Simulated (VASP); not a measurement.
# Tl (Pm-3m) in VASP: notebook

Tl is run at these levels: LDA; tasks: single point.

Everything below comes from runs of VASP 6.6.1. Logs are shortened: lines on timing, memory, paths and dates and some standing lists are left out, and cuts for length are marked.

## Step 1: The cell of the first run

The structure is cubic, space group Pm-3m (No. 221). The conventional cell has a = 3.084 Å, b = 3.084 Å, c = 3.084 Å, α = 90.00°, β = 90.00°, γ = 90.00°. Tl (site symmetry m-3m) has 6 Tl at 3.08 Å within 4.1 Å.

## Step 2: Single point, LDA

Input file INCAR:

```
SYSTEM = Tl
PREC = Accurate ; ENCUT = 520
EDIFF = 1E-6 ; ISMEAR = -1
SIGMA = 0.1 ; LREAL = .FALSE.
LASPH = .TRUE. ; NELM = 60
ALGO = Normal ; ISIF = 2
LWAVE = .FALSE. ; LCHARG = .FALSE.
NBANDS = 12
```

Input file KPOINTS:

```
Automatic mesh
0
G
  10 10 10
  0 0 0
```

Input file POSCAR:

```
Tl
1.0
    3.0842140762      0.0000000000      0.0000000000
    0.0000000000      3.0842140762      0.0000000000
    0.0000000000      0.0000000000      3.0842140762
Tl
1
Direct
    0.0000000000      0.0000000000      0.0000000000
```

Potentials or basis: VASP PAW LDA potentials, release 64 (Tl_d).

Started as:

```sh
$ cat potpaw_LDA.64/Tl_d/POTCAR > POTCAR
$ mpirun -np 1 vasp_std > vasp.out
```

OUTCAR:

```text
SYSTEM = Tl
   PREC = Accurate
   ENCUT = 520
   EDIFF = 1E-6
   ISMEAR = -1
   LREAL = .FALSE.
   LASPH = .TRUE.
   NELM = 60
   ISIF = 2

 ion  position               nearest neighbor table
   1  0.000  0.000  0.000-

  LATTYP: Found a simple cubic cell.
 ALAT       =     3.0842140762

  Lattice vectors:

 A1 = (   3.0842140762,   0.0000000000,   0.0000000000)
 A2 = (   0.0000000000,   3.0842140762,   0.0000000000)
 A3 = (   0.0000000000,   0.0000000000,   3.0842140762)

Analysis of symmetry for initial positions (statically):
=====================================================================
 Subroutine PRICEL returns:
 Original cell was already a primitive cell.

 Routine SETGRP: Setting up the symmetry group for a
 simple cubic supercell.

 Subroutine GETGRP returns: Found 48 space group operations
 (whereof 48 operations were pure point group operations)
 out of a pool of 48 trial point group operations.

The static configuration has the point symmetry O_h .

Analysis of symmetry for dynamics (positions and initial velocities):
=====================================================================
 Subroutine PRICEL returns:
 Original cell was already a primitive cell.

 Routine SETGRP: Setting up the symmetry group for a
 simple cubic supercell.

 Subroutine GETGRP returns: Found 48 space group operations
 (whereof 48 operations were pure point group operations)
 out of a pool of 48 trial point group operations.

The dynamic configuration has the point symmetry O_h .

 Subroutine INISYM returns: Found 48 space group operations
 (whereof 48 operations are pure point group operations),
 and found     1 'primitive' translations

----------------------------------------------------------------------------------------

                                     Primitive cell

  volume of cell :      29.3382

  direct lattice vectors                    reciprocal lattice vectors
     3.084214076  0.000000000  0.000000000     0.324231709  0.000000000  0.000000000
     0.000000000  3.084214076  0.000000000     0.000000000  0.324231709  0.000000000
     0.000000000  0.000000000  3.084214076     0.000000000  0.000000000  0.324231709

  length of vectors
     3.084214076  3.084214076  3.084214076     0.324231709  0.324231709  0.324231709

  position of ions in fractional coordinates (direct lattice)
     0.000000000  0.000000000  0.000000000

  ion indices of the primitive-cell ions
   primitive index   ion index
                 1           1

----------------------------------------------------------------------------------------

 KPOINTS: Automatic mesh

Automatic generation of k-mesh.
 Grid dimensions read from file:
 generate k-points for:   10   10   10

 Generating k-lattice:

  Cartesian coordinates                     Fractional coordinates (reciprocal lattice)
     0.032423171  0.000000000  0.000000000     0.100000000  0.000000000  0.000000000
     0.000000000  0.032423171  0.000000000     0.000000000  0.100000000  0.000000000
     0.000000000  0.000000000  0.032423171     0.000000000  0.000000000  0.100000000

  Length of vectors
     0.032423171  0.032423171  0.032423171

  Shift w.r.t. Gamma in fractional coordinates (k-lattice)
     0.000000000  0.000000000  0.000000000

 Subroutine IBZKPT returns following result:
 ===========================================

 Found     56 irreducible k-points:

 Following reciprocal coordinates:
            Coordinates               Weight
  0.000000  0.000000  0.000000      1.000000
  0.100000  0.000000  0.000000      6.000000
  0.200000  0.000000  0.000000      6.000000
  0.300000  0.000000  0.000000      6.000000
  0.400000  0.000000  0.000000      6.000000
  0.500000  0.000000  0.000000      3.000000
[... 16 lines left out ...]
  0.200000  0.100000  0.100000     24.000000
  0.300000  0.100000  0.100000     24.000000
 [... further k-points ...]
   k-points           NKPTS =     56   k-points in BZ     NKDIM =     56   number of bands    NBANDS=     12
   number of dos      NEDOS =    301   number of ions     NIONS =      1
   total plane-waves  NPLWV =  13824
   dimension x,y,z NGX =    24 NGY =   24 NGZ =   24
   dimension x,y,z NGXF=    48 NGYF=   48 NGZF=   48
   ions per type =               1
   NGX,Y,Z   is equivalent  to a cutoff of  12.94, 12.94, 12.94 a.u.
   NGXF,Y,Z  is equivalent  to a cutoff of  25.87, 25.87, 25.87 a.u.
 SYSTEM =  Tl
   PREC   = accura    normal or accurate (medium, high low for compatibility)
   ISTART =      0    job   : 0-new  1-cont  2-samecut
   ICHARG =      2    charge: 1-file 2-atom 10-const
   ISPIN  =      1    spin polarized calculation?
   LNONCOLLINEAR =      F non collinear calculations
   LSORBIT =      F    spin-orbit coupling
   LASPH  =      T    aspherical Exc in radial PAW
   ENCUT  =  520.0 eV  38.22 Ry    6.18 a.u.   5.73  5.73  5.73*2*pi/ulx,y,z
   NELM   =     60;   NELMIN=  2; NELMDL= -5     # of ELM steps
   EDIFF  = 0.1E-05   stopping-criterion for ELM
   LREAL  =      F    real-space projection
   EDIFFG = 0.1E-04   stopping-criterion for IOM
   NSW    =      0    number of steps for IOM
   IBRION =     -1    ionic relax: 0-MD 1-quasi-New 2-CG
   NFREE  =      0    steps in history (QN), initial steepest desc. (CG)
   ISIF   =      2    stress and relaxation
   ISYM   =      2    0-nonsym 1-usesym 2-fastsym
   POTIM  = 0.5000    time-step for ionic-motion
   TEBEG  =    0.0;   TEEND  =   0.0 temperature during run
   PSTRESS=    0.0 pullay stress
   NELECT =      13.0000    total number of electrons
   NUPDOWN=      -1.0000    fix difference up-down
   EMIN   =  10.00;   EMAX   =-10.00  energy-range for DOS
   EFERMI =   0.00;   METHOD = LEGACY
   ISMEAR =    -1;   SIGMA  =   0.10  broadening in eV -4-tet -1-fermi 0-gaus
   EFERMI_NEDOS =   21; number of points for ismear=-14 and -15
   IALGO  =     38    algorithm
   IMIX   =      4    mixing-type and parameters
     AMIX     =   0.40;   BMIX     =  1.00
     AMIX_MAG =   1.60;   BMIX_MAG =  1.00
  volume/ion in A,a.u.               =      29.34       197.98
  Fermi-wavevector in a.u.,A,eV,Ry     =   1.248087  2.358542 21.194074  1.557720
  Thomas-Fermi vector in A             =   2.382189
   LORBIT       =      0    0 simple, 1 ext, 2 COOP (PROOUT), +10 PAW based schemes
   GGA     = CA    functional components
   LHFCALC =     F    Hartree Fock is set to
   AEXX    =    0.0000 exact exchange contribution
   IVDW    =     0    specifies the selected vdW correction
   LEPSILON=     F    determine dielectric tensor
   LRPA    =     F    only Hartree local field effects (RPA)
 non-spin polarized calculation
  energy-cutoff  :      520.00
  volume of cell :       29.34
 maximum number of plane-waves:       840
 NGX is ok and might be reduce to    24
   NGX = 11   NGY = 11   NGZ = 11

 number of electron      12.9999997 magnetization

 Free energy of the ion-electron system (eV)
  ---------------------------------------------------
  ext. energy  EPLUGINS =         0.00000000
  ---------------------------------------------------
  free energy    TOTEN  =        -2.81503268 eV

  energy without entropy =       -2.79753856  energy(sigma->0) =       -2.80628562

 E-fermi :   6.1225     XC(G=0): -10.2852

 val. band max:        6.1072001272   @ k =   0.4000   0.3000   0.2000
 cond. band min:       6.1631669203   @ k =   0.3000   0.0000   0.0000
 fundamental gap:      0.0559667931
 Fermi energy:         6.1224873977

 k-point     1 :       0.0000    0.0000    0.0000
  band No.  band energies     occupation
      1      -6.3592      2.00000
      2      -6.3592      2.00000
      3      -5.0752      2.00000
      4      -5.0752      2.00000
      5      -5.0752      2.00000
      6      -4.1580      2.00000
      7      13.2084      0.00000
      8      13.2084      0.00000
      9      13.2084      0.00000
     10      16.5548      0.00000
     11      18.1008      0.00000
     12      18.1008      0.00000

 k-point     2 :       0.1000    0.0000    0.0000
  band No.  band energies     occupation
      1      -6.3507      2.00000
      2      -6.2827      2.00000
      3      -5.1122      2.00000
      4      -5.1122      2.00000
      5      -5.0721      2.00000
      6      -3.9844      2.00000
      7      11.4744      0.00000
      8      13.4254      0.00000
      9      13.4254      0.00000
     10      17.0822      0.00000
     11      18.0999      0.00000
     12      19.5777      0.00000

 k-point     3 :       0.2000    0.0000    0.0000
  band No.  band energies     occupation
      1      -6.3282      2.00000
      2      -6.1008      2.00000
      3      -5.2077      2.00000
      4      -5.2077      2.00000
      5      -5.0640      2.00000
      6      -3.4368      2.00000
      7       8.7744      0.00000
      8      14.0404      0.00000
      9      14.0404      0.00000
     10      17.4071      0.00000
     11      18.0966      0.00000
     12      22.7446      0.00000
[... 286 lines left out ...]
 k-point    23 :       0.2000    0.1000    0.1000
  band No.  band energies     occupation
      1      -6.2048      2.00000
      2      -6.0247      2.00000
      3      -5.2627      2.00000
      4      -5.2443      2.00000
      5      -5.1389      2.00000
      6      -3.1033      2.00000
      7       9.1465      0.00000
      8      12.3011      0.00000
      9      12.5728      0.00000
     10      19.5960      0.00000
     11      19.6933      0.00000
     12      22.2526      0.00000

 k-point    24 :       0.3000    0.1000    0.1000
  band No.  band energies     occupation
      1      -6.1773      2.00000
      2      -5.8064      2.00000
      3      -5.3859      2.00000
      4      -5.3642      2.00000
      5      -5.1270      2.00000
      6      -2.1781      2.00000
      7       6.5313      0.03300
      8      13.1273      0.00000
      9      13.4275      0.00000
     10      18.9450      0.00000
     11      19.3092      0.00000
     12      21.7968      0.00000

 [... further k-points ...]

------------------------ aborting loop because EDIFF is reached ----------------------------------------

  FORCE on cell =-STRESS in cart. coord.  units (eV):
  Direction    XX          YY          ZZ          XY          YZ          ZX
  --------------------------------------------------------------------------------------
  -------------------------------------------------------------------------------------
  Total        0.0096792      0.0096792      0.0096792     -0.0000000      0.0000000     -0.0000000
  in kB        0.5285888      0.5285888      0.5285888     -0.0000000      0.0000000     -0.0000000
  external PRESSURE =       0.5285888 kB  Pullay stress =       0.0000000 kB

 VOLUME and BASIS-vectors are now :
 -----------------------------------------------------------------------------
  energy-cutoff  :      520.00
  volume of cell :       29.34
      direct lattice vectors                 reciprocal lattice vectors
     3.084214076  0.000000000  0.000000000     0.324231709  0.000000000  0.000000000
     0.000000000  3.084214076  0.000000000     0.000000000  0.324231709  0.000000000
     0.000000000  0.000000000  3.084214076     0.000000000  0.000000000  0.324231709

 POSITION                                       TOTAL-FORCE (eV/Angst)
 -----------------------------------------------------------------------------------
      0.00000      0.00000      0.00000         0.000000      0.000000      0.000000
 -----------------------------------------------------------------------------------
    total drift:                                0.000000      0.000000      0.000000

  FREE ENERGIE OF THE ION-ELECTRON SYSTEM (eV)
  ---------------------------------------------------
  free  energy   TOTEN  =        -2.8150326771 eV

  energy  without entropy=       -2.7975385649  energy(sigma->0) =       -2.80628562
```

It took 4.6 s on 1 thread of Intel Xeon Platinum 8488C (Sapphire Rapids), shared host; peak memory 0.13 GiB.

Results:

```yaml
Free_energy: -2.8150 eV
Pressure: 0.1 GPa
```

Levels at points of the mesh, in eV from the Fermi level:
| k point | band 4 | band 5 | band 6 | band 7 | band 8 | band 9 |
| --- | --- | --- | --- | --- | --- | --- |
| (0.00, 0.00, 0.00) | -11.20 | -11.20 | -10.28 | 7.09 | 7.09 | 7.09 |
| (0.50, 0.00, 0.00) | -11.57 | -11.17 | -6.51 | -3.42 | 10.21 | 10.21 |
| (0.50, 0.50, 0.00) | -11.52 | -10.82 | -3.31 | -0.70 | -0.70 | 4.80 |
| (0.50, 0.50, 0.50) | -10.80 | -10.80 | 0.07 | 1.99 | 1.99 | 1.99 |

Caveat: spin-orbit coupling is left out, which moves the levels of the heavy elements.

## Step 3: Single point, LDA (volume scaled by 0.88)

Input file INCAR:

```
PREC     = Accurate       # precision mode
ENCUT    = 520            # plane-wave cutoff, eV
EDIFF    = 1E-6           # SCF threshold, eV
ISMEAR   = -1             # smearing method
SIGMA    = 0.1            # smearing width, eV
LREAL    = F              # projectors in reciprocal space
LASPH    = T              # aspherical terms in the spheres
NELM     = 80             # most SCF steps
ALGO     = Normal         # electronic algorithm
ISIF     = 2              # what is computed and relaxed
LWAVE    = F              # write WAVECAR
LCHARG   = F              # write CHGCAR
NBANDS   = 12             # bands
```

Input file KPOINTS:

```
regular mesh
0
Gamma
  12 12 12
```

Input file POSCAR:

```
Tl
1.0
    2.9555529136      0.0000000000      0.0000000000
    0.0000000000      2.9555529136      0.0000000000
    0.0000000000      0.0000000000      2.9555529136
Tl
1
Direct
    0.0000000000      0.0000000000      0.0000000000
```

Potentials or basis: VASP PAW LDA potentials, release 64 (Tl_d).

Started as:

```sh
$ cat potpaw_LDA.64/Tl_d/POTCAR > POTCAR
$ mpirun -np 1 vasp_std > vasp.out
```

It took 6.3 s on 1 thread of Intel Xeon Platinum 8488C (Sapphire Rapids), shared host; peak memory 0.14 GiB.

The run converged. Its results:

```yaml
Free_energy: -2.7380 eV
Pressure: 6.9 GPa
```

Levels at points of the mesh, in eV from the Fermi level:
```csv
k point,band 3,band 4,band 5,band 6,band 7,band 8,band 9,band 10
"(0.00, 0.00, 0.00)",-11.14,-11.14,-11.14,-11.10,7.76,7.76,7.76,11.63
"(0.50, 0.00, 0.00)",-11.65,-11.65,-11.09,-6.43,-3.93,11.40,11.40,12.28
"(0.50, 0.50, 0.00)",-11.57,-11.57,-10.65,-2.69,-0.84,-0.84,5.14,15.16
"(0.50, 0.50, 0.50)",-12.32,-10.62,-10.62,1.39,2.27,2.27,2.27,7.08
```

Caveat: spin-orbit coupling is left out, which moves the levels of the heavy elements.

(Part 1 of 2 ends here.)
